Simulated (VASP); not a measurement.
Runs of VASP 6.6.1 on TaN. The structure is that of space group Fm-3m (No. 225), or close to it. The cells are those of the table. 

```csv
potentials or basis,cell,cutoff (eV),second run,gap on the mesh (eV),pressure (GPa)
"VASP PAW PBE potentials, release 64 (Ta_pv, N)","a = 3.157 Å, angles 60.0°, 2 atoms",520,-,none,-9.1
"VASP PAW PBE potentials, release 64 (Ta_pv, N)","a = 3.181 Å, angles 60.0°, 2 atoms",520,-,none,-15.4
"VASP PAW PBE potentials, release 64 (Ta_pv, N)","a = 3.132 Å, angles 60.0°, 2 atoms",520,-,none,-1.9
"VASP PAW PBE potentials, release 64 (Ta_pv, N)","a = 3.029 Å, angles 60.0°, 2 atoms",520,-,none,38.4
"VASP PAW PBE potentials, release 64 (Ta_sv_GW, N)","a = 3.082 Å, angles 60.0°, 2 atoms",600,valence_matched,none,14.7
"VASP PAW PBE potentials, release 64 (Ta_pv, N)","a = 3.003 Å, angles 60.0°, 2 atoms",520,-,none,52.2
"VASP PAW PBE potentials, release 64 (Ta_pv, N)","a = 2.975 Å, angles 60.0°, 2 atoms",520,-,none,(a)
"VASP PAW PBE potentials, release 64 (Ta_pv, N)","a = 3.056 Å, angles 60.0°, 2 atoms",520,-,none,(b)
"VASP PAW PBE potentials, release 64 (Ta_pv, N)","a = 3.082 Å, angles 60.0°, 2 atoms",520,-,none,15.6
"VASP PAW PBE potentials, release 64 (Ta_pv, N)","a = 3.107 Å, angles 60.0°, 2 atoms",520,-,none,6.3
```

Alike in all rows: task single point; level PBE; no spin polarisation; k mesh 11 × 11 × 11; smearing fermi-dirac 0.05 eV.

Task: Fill in the values left out.

Result: (a) 68.0; (b) 26.2.

Caveats: spin-orbit coupling is left out, which moves the levels of the heavy elements.

A k mesh can miss the band edges, and the runs leave out spin-orbit coupling on Ta.

A gap of «none» marks levels without a gap at the run's occupations.

The runs don't all hold the same shells in valence.
